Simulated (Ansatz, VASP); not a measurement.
BAs: VASP beside Ansatz

Contents of INCAR:

```
SYSTEM = BAs
ALGO     = Normal         ! electronic algorithm
EDIFF    = 1E-6           ! SCF threshold, eV
ENCUT    = 520            ! plane-wave cutoff, eV
GGA      = PE             ! functional
ISIF     = 2              ! what is computed and relaxed
ISMEAR   = -1             ! smearing method
LASPH    = .TRUE.         ! aspherical terms in the spheres
LCHARG   = .TRUE.         ! write CHGCAR
LELF     = .TRUE.         ! ELF
LREAL    = .FALSE.        ! projectors in reciprocal space
LVHAR    = .TRUE.       
LWAVE    = .FALSE.        ! write WAVECAR
NBANDS   = 11             ! bands
NELM     = 100            ! most SCF steps
PREC     = Accurate       ! precision mode
SIGMA    = 0.03           ! smearing width, eV
```

KPOINTS

```
k-points
0
G
  15 15 15
  0 0 0
```

POSCAR

```
BAs
1.0
    0.0000000000      2.3885000000      2.4601550000
    2.3885000000      0.0000000000      2.4601550000
    2.3885000000      2.3885000000      0.0000000000
B As
1 1
Direct
    0.0000000000      0.0000000000      0.0000000000
    0.7500000000      0.7500000000      0.7500000000
```

Input for Ansatz:

```yaml
crystal:
  lattice:
    - [0.0, 2.3885, 2.460155]
    - [2.3885, 0.0, 2.460155]
    - [2.3885, 2.3885, 0.0]
  atoms:
    - { symbol: B, position: [0.0, 0.0, 0.0] }
    - { symbol: As, position: [0.75, 0.75, 0.75] }
kpoints:
  mp_grid: { grid: [15, 15, 15] }
  band_path:
    path:
      - [0.0, 0.0, 0.0]
      - [0.5, 0.0, 0.5]
      - [0.75, 0.25, 0.5]
      - [0.5, 0.5, 0.5]
      - [0.0, 0.0, 0.0]
      - [0.5, 0.5, 0.0]
      - [0.6321755114, 0.6321755114, 0.2643510227]
      - [0.3678244886, 0.3678244886, 0.7356489773]
      - [0.0, 0.0, 0.0]
    npoints: 5
scf:
  occupations: { method: fermi_dirac, width: 0.03 }
hamiltonian:
  xc: pbe
  pseudopotentials: { kind: all_electron, lapw: { basis_error: 0.00025 } }
output:
  forces: true
  stress: true
  eigenvalues: true
```

Change from the starting cell: zz strain of +3 %.

Alike in both runs: task single point; functional PBE; k mesh 15 × 15 × 15; occupations fermi-dirac, width 0.03 eV; no spin polarisation.

|  | VASP | Ansatz |
| --- | --- | --- |
| version | VASP 6.6.1 | Ansatz 0.2.0 |
| potentials or method | VASP PAW PBE potentials, release 64 (B, As), cutoff 520 eV | all-electron LAPW, scalar-relativistic |

|  | VASP | Ansatz | Ansatz less VASP |
| --- | --- | --- | --- |
| pressure (GPa) | -0.6 | -1.2 | -0.60 |
| traceless stress, the component that is largest in VASP (GPa) | -4.13 | -4.15 | -0.020 |

Ansatz ran all-electron here, and VASP with PAW potentials.
